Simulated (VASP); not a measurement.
# LiF (F-43m) in VASP: notebook

The runs below take LiF through single point, with r2SCAN.

Everything below comes from runs of VASP 6.6.1. Logs are shortened: lines on timing, memory, paths and dates and some standing lists are left out, and cuts for length are marked.

### 1 The cell of the first run

Symmetry: F-43m, No. 216, cubic system. The conventional cell has a = 4.289 Å, b = 4.289 Å, c = 4.289 Å, α = 90.00°, β = 90.00°, γ = 90.00°. Li (site symmetry -43m) has 4 F at 1.86 Å within 2.5 Å. F (site symmetry -43m) has 4 Li at 1.86 Å within 2.5 Å.

### 2 Single point, r2SCAN

POSCAR reads:

```
LiF
1.0
    0.0000000000      2.1446105472      2.1446105472
    2.1446105472      0.0000000000      2.1446105472
    2.1446105472      2.1446105472      0.0000000000
Li F
1 1
Direct
    0.0000000000      0.0000000000      0.0000000000
    0.2500000000      0.2500000000      0.2500000000
```

INCAR.step1 reads:

```
ALGO     = Normal         # electronic algorithm
EDIFF    = 1E-4           # SCF threshold, eV
ENCUT    = 520            # plane-wave cutoff, eV
GGA      = PE             # functional
ISMEAR   = 0              # smearing method
LASPH    = True           # aspherical terms in the spheres
LCHARG   = False          # write CHGCAR
LREAL    = False          # projectors in reciprocal space
LWAVE    = True           # write WAVECAR
NBANDS   = 12             # bands
NELM     = 100            # most SCF steps
PREC     = Accurate       # precision mode
SIGMA    = 0.01           # smearing width, eV
```

INCAR.step2 reads:

```
ALGO     = Normal         # electronic algorithm
EDIFF    = 1E-7           # SCF threshold, eV
ENCUT    = 520            # plane-wave cutoff, eV
ISIF     = 2              # what is computed and relaxed
ISMEAR   = 0              # smearing method
ISTART   = 1            
LASPH    = True           # aspherical terms in the spheres
LCHARG   = True           # write CHGCAR
LELF     = True           # ELF
LMIXTAU  = True         
LREAL    = False          # projectors in reciprocal space
LVHAR    = True         
LWAVE    = False          # write WAVECAR
METAGGA  = R2SCAN         # meta-GGA
NBANDS   = 12             # bands
NELM     = 100            # most SCF steps
PREC     = Accurate       # precision mode
SIGMA    = 0.01           # smearing width, eV
```

KPOINTS reads:

```
k-points
0
Gamma
  8 8 8
```

Potentials or basis: VASP PAW PBE potentials, release 64 (Li_sv, F).

Started as:

```sh
cat potpaw_PBE.64/Li_sv/POTCAR potpaw_PBE.64/F/POTCAR > POTCAR
cp INCAR.step1 INCAR
mpirun -np 1 vasp_std > vasp.out
cp INCAR.step2 INCAR
mpirun -np 1 vasp_std > vasp.out
```

OUTCAR:

```text
EDIFF = 1E-7
   ENCUT = 520
   ISIF = 2
   ISMEAR = 0
   ISTART = 1
   LASPH = True
   LREAL = False
   METAGGA = R2SCAN
   NELM = 100
   PREC = Accurate

 ion  position               nearest neighbor table
   1  0.000  0.000  0.000-   2 1.86   2 1.86   2 1.86   2 1.86
   2  0.250  0.250  0.250-   1 1.86   1 1.86   1 1.86   1 1.86

  LATTYP: Found a face centered cubic cell.
 ALAT       =     4.2892210944

  Lattice vectors:

 A1 = (   0.0000000000,   2.1446105472,   2.1446105472)
 A2 = (   2.1446105472,   0.0000000000,   2.1446105472)
 A3 = (   2.1446105472,   2.1446105472,   0.0000000000)

Analysis of symmetry for initial positions (statically):
=====================================================================
 Subroutine PRICEL returns:
 Original cell was already a primitive cell.

 Routine SETGRP: Setting up the symmetry group for a
 face centered cubic supercell.

 Subroutine GETGRP returns: Found 24 space group operations
 (whereof 24 operations were pure point group operations)
 out of a pool of 48 trial point group operations.

The static configuration has the point symmetry T_d .

Analysis of symmetry for dynamics (positions and initial velocities):
=====================================================================
 Subroutine PRICEL returns:
 Original cell was already a primitive cell.

 Routine SETGRP: Setting up the symmetry group for a
 face centered cubic supercell.

 Subroutine GETGRP returns: Found 24 space group operations
 (whereof 24 operations were pure point group operations)
 out of a pool of 48 trial point group operations.

The dynamic configuration has the point symmetry T_d .

 Subroutine INISYM returns: Found 24 space group operations
 (whereof 24 operations are pure point group operations),
 and found     1 'primitive' translations

----------------------------------------------------------------------------------------

                                     Primitive cell

  volume of cell :      19.7276

  direct lattice vectors                    reciprocal lattice vectors
     0.000000000  2.144610547  2.144610547    -0.233142563  0.233142563  0.233142563
     2.144610547  0.000000000  2.144610547     0.233142563 -0.233142563  0.233142563
     2.144610547  2.144610547  0.000000000     0.233142563  0.233142563 -0.233142563

  length of vectors
     3.032937322  3.032937322  3.032937322     0.403814765  0.403814765  0.403814765

  position of ions in fractional coordinates (direct lattice)
     0.000000000  0.000000000  0.000000000
     0.250000000  0.250000000  0.250000000

  ion indices of the primitive-cell ions
   primitive index   ion index
                 1           1
                 2           2

----------------------------------------------------------------------------------------

 KPOINTS: k-points

Automatic generation of k-mesh.
 Grid dimensions read from file:
 generate k-points for:    8    8    8

 Generating k-lattice:

  Cartesian coordinates                     Fractional coordinates (reciprocal lattice)
    -0.029142820  0.029142820  0.029142820     0.125000000  0.000000000  0.000000000
     0.029142820 -0.029142820  0.029142820     0.000000000  0.125000000  0.000000000
     0.029142820  0.029142820 -0.029142820     0.000000000  0.000000000  0.125000000

  Length of vectors
     0.050476846  0.050476846  0.050476846

  Shift w.r.t. Gamma in fractional coordinates (k-lattice)
     0.000000000  0.000000000  0.000000000

 Subroutine IBZKPT returns following result:
 ===========================================

 Found     29 irreducible k-points:

 Following reciprocal coordinates:
            Coordinates               Weight
  0.000000  0.000000  0.000000      1.000000
  0.125000  0.000000  0.000000      8.000000
  0.250000  0.000000  0.000000      8.000000
  0.375000  0.000000  0.000000      8.000000
  0.500000  0.000000  0.000000      4.000000
  0.125000  0.125000  0.000000      6.000000
[... 16 lines left out ...]
  0.500000  0.250000  0.125000     48.000000
 -0.375000  0.250000  0.125000     24.000000
 [... further k-points ...]
   k-points           NKPTS =     29   k-points in BZ     NKDIM =     29   number of bands    NBANDS=     12
   number of dos      NEDOS =    301   number of ions     NIONS =      2
   total plane-waves  NPLWV =  13824
   dimension x,y,z NGX =    24 NGY =   24 NGZ =   24
   dimension x,y,z NGXF=    48 NGYF=   48 NGZF=   48
   ions per type =               1   1
   NGX,Y,Z   is equivalent  to a cutoff of  13.16, 13.16, 13.16 a.u.
   NGXF,Y,Z  is equivalent  to a cutoff of  26.31, 26.31, 26.31 a.u.
 SYSTEM =  unknown system
   PREC   = accura    normal or accurate (medium, high low for compatibility)
   ISTART =      1    job   : 0-new  1-cont  2-samecut
   ICHARG =      0    charge: 1-file 2-atom 10-const
   ISPIN  =      1    spin polarized calculation?
   LNONCOLLINEAR =      F non collinear calculations
   LSORBIT =      F    spin-orbit coupling
[... 62 lines left out ...]
      3      -3.1579      2.00000
      4      -3.1579      2.00000
      5      -3.1579      2.00000
      6       5.6015      0.00000
      7      17.9056      0.00000
      8      17.9056      0.00000
      9      17.9061      0.00000
     10      26.1261      0.00000
     11      26.1261      0.00000
     12      26.1261      0.00000

 k-point     2 :       0.1250    0.0000    0.0000
  band No.  band energies     occupation
      1     -44.6045      2.00000
      2     -23.5897      2.00000
      3      -3.4849      2.00000
      4      -3.1972      2.00000
      5      -3.1972      2.00000
      6       6.0362      0.00000
      7      17.4500      0.00000
      8      17.9810      0.00000
      9      17.9814      0.00000
     10      24.5175      0.00000
     11      24.5911      0.00000
     12      24.5911      0.00000

 k-point     3 :       0.2500    0.0000    0.0000
  band No.  band energies     occupation
      1     -44.5907      2.00000
      2     -23.5317      2.00000
      3      -4.2097      2.00000
      4      -3.2899      2.00000
      5      -3.2899      2.00000
      6       7.1869      0.00000
      7      15.9364      0.00000
      8      17.9078      0.00000
      9      17.9082      0.00000
     10      23.9212      0.00000
     11      23.9212      0.00000
     12      24.3177      0.00000

 k-point     4 :       0.3750    0.0000    0.0000
  band No.  band energies     occupation
      1     -44.5770      2.00000
      2     -23.4719      2.00000
      3      -4.8669      2.00000
      4      -3.3797      2.00000
      5      -3.3797      2.00000
      6       8.7072      0.00000
      7      14.0244      0.00000
      8      17.5363      0.00000
      9      17.5366      0.00000
     10      24.5472      0.00000
     11      24.5473      0.00000
     12      24.5932      0.00000

 k-point     5 :       0.5000    0.0000    0.0000
  band No.  band energies     occupation
      1     -44.5713      2.00000
      2     -23.4466      2.00000
      3      -5.1240      2.00000
      4      -3.4161      2.00000
      5      -3.4160      2.00000
      6       9.7044      0.00000
      7      12.8948      0.00000
      8      17.3331      0.00000
      9      17.3334      0.00000
     10      24.5620      0.00000
     11      25.0875      0.00000
     12      25.0877      0.00000
[... 228 lines left out ...]
      1     -44.5586      2.00000
      2     -23.3975      2.00000
      3      -4.5354      2.00000
      4      -3.9581      2.00000
      5      -3.9581      2.00000
      6       8.1987      0.00000
      7      13.8395      0.00000
      8      17.8320      0.00000
      9      17.8322      0.00000
     10      20.3180      0.00000
     11      24.9348      0.00000
     12      33.5714      0.00000

 k-point    22 :       0.3750    0.2500    0.1250
  band No.  band energies     occupation
      1     -44.5805      2.00000
      2     -23.4893      2.00000
      3      -4.3390      2.00000
      4      -3.6440      2.00000
      5      -3.4079      2.00000
      6       7.8390      0.00000
      7      15.1702      0.00000
      8      17.3380      0.00000
      9      18.4739      0.00000
     10      20.1749      0.00000
     11      26.2073      0.00000
     12      28.3330      0.00000

 k-point    23 :       0.5000    0.2500    0.1250
  band No.  band energies     occupation
      1     -44.5695      2.00000
      2     -23.4408      2.00000
      3      -4.7421      2.00000
      4      -3.7720      2.00000
      5      -3.5269      2.00000
      6       9.0964      0.00000
      7      13.4057      0.00000
      8      17.0486      0.00000
      9      18.2015      0.00000
     10      21.2741      0.00000
     11      25.8664      0.00000
     12      28.6826      0.00000

 k-point    24 :      -0.3750    0.2500    0.1250
  band No.  band energies     occupation
      1     -44.5649      2.00000
      2     -23.4200      2.00000
      3      -4.9157      2.00000
      4      -3.7832      2.00000
      5      -3.6067      2.00000
      6       9.9793      0.00000
      7      12.4071      0.00000
      8      16.8757      0.00000
      9      18.0636      0.00000
     10      21.7452      0.00000
     11      25.8259      0.00000
     12      29.3208      0.00000

 [... further k-points ...]
[... 5 lines left out ...]
  --------------------------------------------------------------------------------------
  -------------------------------------------------------------------------------------
  Total       -0.0362768     -0.0362768     -0.0362768      0.0000000      0.0000000      0.0000000
  in kB       -2.9462177     -2.9462177     -2.9462177      0.0000000      0.0000000      0.0000000
  external PRESSURE =      -2.9462177 kB  Pullay stress =       0.0000000 kB

 VOLUME and BASIS-vectors are now :
 -----------------------------------------------------------------------------
  energy-cutoff  :      520.00
  volume of cell :       19.73
      direct lattice vectors                 reciprocal lattice vectors
     0.000000000  2.144610547  2.144610547    -0.233142563  0.233142563  0.233142563
     2.144610547  0.000000000  2.144610547     0.233142563 -0.233142563  0.233142563
     2.144610547  2.144610547  0.000000000     0.233142563  0.233142563 -0.233142563

 POSITION                                       TOTAL-FORCE (eV/Angst)
 -----------------------------------------------------------------------------------
      0.00000      0.00000      0.00000        -0.000000     -0.000000     -0.000000
      1.07231      1.07231      1.07231         0.000000      0.000000      0.000000
 -----------------------------------------------------------------------------------
    total drift:                                0.000000      0.000000     -0.000000

  FREE ENERGIE OF THE ION-ELECTRON SYSTEM (eV)
  ---------------------------------------------------
  free  energy   TOTEN  =       -11.8061673332 eV

  energy  without entropy=      -11.8061673332  energy(sigma->0) =      -11.80616733
```

Run time: 53 s. Hardware: 1 thread of Intel Xeon 8259CL, shared host; peak memory 0.14 GiB.

Results:

```yaml
Free_energy: -11.8062 eV
Band_gap_on_the_k_mesh: 8.76 eV, direct
```

Caveat: the cutoff is under 1.25 times the usual one of these potentials, so pressure, stress and relaxed cells hold a basis-set (Pulay) error; the PAW data sets were made with another functional, which shifts forces and pressure a little. r2SCAN opens gaps a little over a GGA but as a rule still falls short of measured ones.

### 3 Single point, r2SCAN (volume changed by -3%)

POSCAR reads:

```
LiF
1.0
    0.0000000000      2.1229463333      2.1229463333
    2.1229463333      0.0000000000      2.1229463333
    2.1229463333      2.1229463333      0.0000000000
Li F
1 1
Direct
    0.0000000000      0.0000000000      0.0000000000
    0.2500000000      0.2500000000      0.2500000000
```

INCAR.step1 is that of step 2.

Changes to INCAR.step2 since step 2:

```diff
@@ -1,3 +1,3 @@
 ALGO     = Normal         # electronic algorithm
-EDIFF    = 1E-7           # SCF threshold, eV
+EDIFF    = 1E-6           # SCF threshold, eV
 ENCUT    = 520            # plane-wave cutoff, eV
@@ -7,7 +7,5 @@
 LASPH    = True           # aspherical terms in the spheres
-LCHARG   = True           # write CHGCAR
-LELF     = True           # ELF
+LCHARG   = False          # write CHGCAR
 LMIXTAU  = True         
 LREAL    = False          # projectors in reciprocal space
-LVHAR    = True         
 LWAVE    = False          # write WAVECAR
```

KPOINTS is that of step 2.

Potentials or basis: VASP PAW PBE potentials, release 64 (Li_sv, F).

Started as:

```sh
cat potpaw_PBE.64/Li_sv/POTCAR potpaw_PBE.64/F/POTCAR > POTCAR
cp INCAR.step1 INCAR
mpirun -np 1 vasp_std > vasp.out
cp INCAR.step2 INCAR
mpirun -np 1 vasp_std > vasp.out
```

It took 73 s on 1 thread of Intel Xeon 8259CL, shared host; peak memory 0.13 GiB.

Results (log left out):

```yaml
Free_energy: -11.8015 eV
Band_gap_on_the_k_mesh: 8.92 eV, direct
```

Levels at points of the mesh, in eV from the valence-band top:
```csv
k point,band 3,band 4,band 5,band 6,band 7,band 8
"(0.00, 0.00, 0.00)",0.00,0.00,0.00,8.92,21.32,21.32
"(0.50, 0.00, 0.00)",-2.05,-0.27,-0.27,13.07,16.33,20.75
"(0.50, 0.50, 0.00)",-1.43,-0.84,-0.84,11.46,17.24,21.34
```

Caveat: the cutoff is under 1.25 times the usual one of these potentials, so pressure, stress and relaxed cells hold a basis-set (Pulay) error; the PAW data sets were made with another functional, which shifts forces and pressure a little.

### 4 Single point, r2SCAN (volume changed by +3%)

POSCAR reads:

```
LiF
1.0
    0.0000000000      2.1658456961      2.1658456961
    2.1658456961      0.0000000000      2.1658456961
    2.1658456961      2.1658456961      0.0000000000
Li F
1 1
Direct
    0.0000000000      0.0000000000      0.0000000000
    0.2500000000      0.2500000000      0.2500000000
```

INCAR.step1 reads:

```
  ALGO = Normal
  EDIFF = 1E-4
  ENCUT = 520
  GGA = PE
  ISMEAR = 0
  LASPH = True
  LCHARG = False
  LREAL = False
  LWAVE = True
  NBANDS = 12
  NELM = 60
  PREC = Accurate
  SIGMA = 0.01
```

INCAR.step2 reads:

```
  ALGO = Normal
  EDIFF = 1E-7
  ENCUT = 520
  ISIF = 2
  ISMEAR = 0
  ISTART = 1
  LASPH = True
  LCHARG = False
  LMIXTAU = True
  LREAL = False
  LWAVE = False
  METAGGA = R2SCAN
  NBANDS = 12
  NELM = 60
  PREC = Accurate
  SIGMA = 0.01
```

KPOINTS is that of step 3.

Started as:

```sh
cat potpaw_PBE.64/Li_sv/POTCAR potpaw_PBE.64/F/POTCAR > POTCAR
cp INCAR.step1 INCAR
mpirun -np 1 vasp_std > vasp.out
cp INCAR.step2 INCAR
mpirun -np 1 vasp_std > vasp.out
```

It took 54 s on 1 thread of Intel Xeon 8259CL, shared host; peak memory 0.13 GiB.

The run converged. Its results:

```
Free energy            : -11.8041 eV
Band gap on the k mesh : 8.59 eV, direct
```

Levels at points of the mesh, in eV from the valence-band top:
| k point | band 1 | band 2 | band 3 | band 4 | band 5 | band 6 | band 7 | band 8 | band 9 | band 10 |
| --- | --- | --- | --- | --- | --- | --- | --- | --- | --- | --- |
| (0.00, 0.00, 0.00) | -41.55 | -20.41 | 0.00 | 0.00 | 0.00 | 8.59 | 20.80 | 20.80 | 20.80 | 28.85 |
| (0.50, 0.00, 0.00) | -41.51 | -20.25 | -1.89 | -0.25 | -0.25 | 12.66 | 15.77 | 20.24 | 20.24 | 27.27 |
| (0.50, 0.50, 0.00) | -41.50 | -20.20 | -1.33 | -0.77 | -0.77 | 11.25 | 16.76 | 20.65 | 20.65 | 23.06 |

Caveat: the cutoff is under 1.25 times the usual one of these potentials, so pressure, stress and relaxed cells hold a basis-set (Pulay) error; the PAW data sets were made with another functional, which shifts forces and pressure a little.

### 5 Single point, r2SCAN (volume changed by +6%)

POSCAR reads:

```
LiF
1.0
    0.0000000000      2.1866724131      2.1866724131
    2.1866724131      0.0000000000      2.1866724131
    2.1866724131      2.1866724131      0.0000000000
Li F
1 1
Direct
    0.0000000000      0.0000000000      0.0000000000
    0.2500000000      0.2500000000      0.2500000000
```

INCAR.step1 reads:

```
SYSTEM = LiF
ALGO = Normal
EDIFF = 1E-4
ENCUT = 520
GGA = PE
ISMEAR = 0
LASPH = .True.
LCHARG = .False.
LREAL = .False.
LWAVE = .True.
NBANDS = 12
NELM = 80
PREC = Accurate
SIGMA = 0.01
```

INCAR.step2 reads:

```
SYSTEM = LiF
ALGO = Normal
EDIFF = 1E-6
ENCUT = 520
ISIF = 2
ISMEAR = 0
ISTART = 1
LASPH = .True.
LCHARG = .True.
LELF = .True.
LMIXTAU = .True.
LREAL = .False.
LVHAR = .True.
LWAVE = .False.
METAGGA = R2SCAN
NBANDS = 12
NELM = 80
PREC = Accurate
SIGMA = 0.01
```

KPOINTS reads:

```
k-points
0
Gamma
  8 8 8
  0 0 0
```

Started as:

```sh
cat potpaw_PBE.64/Li_sv/POTCAR potpaw_PBE.64/F/POTCAR > POTCAR
cp INCAR.step1 INCAR
mpirun -np 1 vasp_std > vasp.out
cp INCAR.step2 INCAR
mpirun -np 1 vasp_std > vasp.out
```

It took 33 s on 1 thread of Intel Xeon 8259CL, shared host; peak memory 0.14 GiB.

Results (log left out):

```yaml
Free_energy: -11.7957 eV
Band_gap_on_the_k_mesh: 8.44 eV, direct
```

Levels at points of the mesh, in eV from the valence-band top:
```tsv
k point	band 3	band 4	band 5	band 6	band 7	band 8
(0.00, 0.00, 0.00)	0.00	0.00	0.00	8.44	20.55	20.55
(0.50, 0.00, 0.00)	-1.81	-0.24	-0.24	12.47	15.50	20.00
(0.50, 0.50, 0.00)	-1.28	-0.73	-0.73	11.16	16.53	20.31
```

Caveat: the cutoff is under 1.25 times the usual one of these potentials, so pressure, stress and relaxed cells hold a basis-set (Pulay) error; the PAW data sets were made with another functional, which shifts forces and pressure a little.

### 6 The runs side by side

| cell | gap on the mesh (eV) |
| --- | --- |
| a = 3.033 Å, angles 60.0°, 2 atoms | 8.76 |
| a = 3.002 Å, angles 60.0°, 2 atoms | 8.92 |
| a = 3.063 Å, angles 60.0°, 2 atoms | 8.59 |
| a = 3.092 Å, angles 60.0°, 2 atoms | 8.44 |

Alike in all rows: task single point; level r2SCAN; potentials or basis VASP PAW PBE potentials, release 64 (Li_sv, F); no spin polarisation; k mesh 8 × 8 × 8; cutoff (eV) 520; smearing gaussian 0.01 eV.

Caveats: the cutoff is under 1.25 times the usual one of these potentials, so pressure, stress and relaxed cells hold a basis-set (Pulay) error; the PAW data sets were made with another functional, which shifts forces and pressure a little.

Total energies depend on the potentials used, so only differences within one code and one set of settings carry meaning.
